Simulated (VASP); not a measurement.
Here is a VASP 6.6.1 calculation.

Contents of INCAR:

```
ALGO = Normal ; EDIFF = 1E-6
EDIFFG = -0.04 ; ENCUT = 600
GGA = PE ; IBRION = 2
ISIF = 3 ; ISMEAR = 0
LASPH = True ; LCHARG = False
LREAL = False ; LWAVE = False
NELM = 60 ; NSW = 90
PREC = Accurate ; SIGMA = 0.1
```

File KPOINTS:

```
k-points
0
Gamma
  6 6 6
```

File POSCAR:

```
ZrV
1.0
    1.3683469304      0.7900154686      4.3584383710
   -1.3683469304      0.7900154686      4.3584383710
    0.0000000000     -1.5800309373      4.3584383710
Zr V
1 1
Direct
    0.0000000000      0.0000000000      0.0000000000
    0.5000000000      0.5000000000      0.5000000000
```

Potentials or basis: VASP PAW PBE potentials, release 64 (Zr_sv, V_sv).

Run with:

```bash
$ cat potpaw_PBE.64/Zr_sv/POTCAR potpaw_PBE.64/V_sv/POTCAR > POTCAR
$ mpirun -np 1 vasp_std > vasp.out
```

Question: Predict the space group after relaxing (to 0.1 Å).

Answer: R-3m (No. 166).

Question: Predict the relaxed volume.

Answer: 18.54 Å³/atom.

Question: What does it give for the band gap on the k mesh?

Answer: Zero (an odd number of electrons rules out a gap without spin polarisation).

Question: What does it give for the relaxed cell?

Answer: a = 5.009 Å, b = 5.009 Å, c = 5.009 Å, α = 35.09°, β = 35.09°, γ = 35.09°.

Final structure:
```xyz
2
Lattice="1.5099 0.8717 4.6961 -1.5099 0.8717 4.6961 0.0000 -1.7434 4.6961" Properties=species:S:1:pos:R:3 pbc="T T T"
Zr    0.0000    0.0000    0.0000
V     0.0000    0.0000    7.0442
```

Caveat: the k points lie up to 0.41 Å⁻¹ apart in the final cell, too coarse for converged energies and pressures of a metal; the volume moved by over 15 % at a fixed basis, so the end points are rough.
